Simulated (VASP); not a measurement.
Here is a VASP 6.6.1 calculation.

Contents of INCAR:

```
ALGO = Normal
EDIFF = 1E-6
ENCUT = 520
ISIF = 2
ISMEAR = -1
LASPH = T
LCHARG = F
LREAL = F
LWAVE = F
NBANDS = 20
NELM = 60
PREC = Accurate
SIGMA = 0.05
```

Contents of KPOINTS:

```
k-points
0
Gamma
  11 11 6
```

File POSCAR:

```
AgRh
1.0
    2.7589461066      0.0000000000      0.0000000000
   -1.3794730533      2.3893174160      0.0000000000
    0.0000000000      0.0000000000      4.7763285309
Ag Rh
1 1
Direct
    0.0000000000      0.0000000000      0.5000000000
    0.6666666667      0.3333333333      0.0000000000
```

Potentials or basis: VASP PAW LDA potentials, release 64 (Ag, Rh_pv).

Run with:

```console
$ cat potpaw_LDA.64/Ag/POTCAR potpaw_LDA.64/Rh_pv/POTCAR > POTCAR
$ mpirun -np 1 vasp_std > vasp.out
```

Problem. Predict the band gap on the k mesh.

Solution. Zero (band 13 reaches 9.97 eV, above the bottom of band 14 at 8.61 eV).

Problem. What does it give for the pressure?

Solution. -12.6 GPa.

Stress tensor (GPa, compression positive):
```
-12.61   0.00   0.00
  0.00 -12.61   0.00
  0.00   0.00 -12.72
```
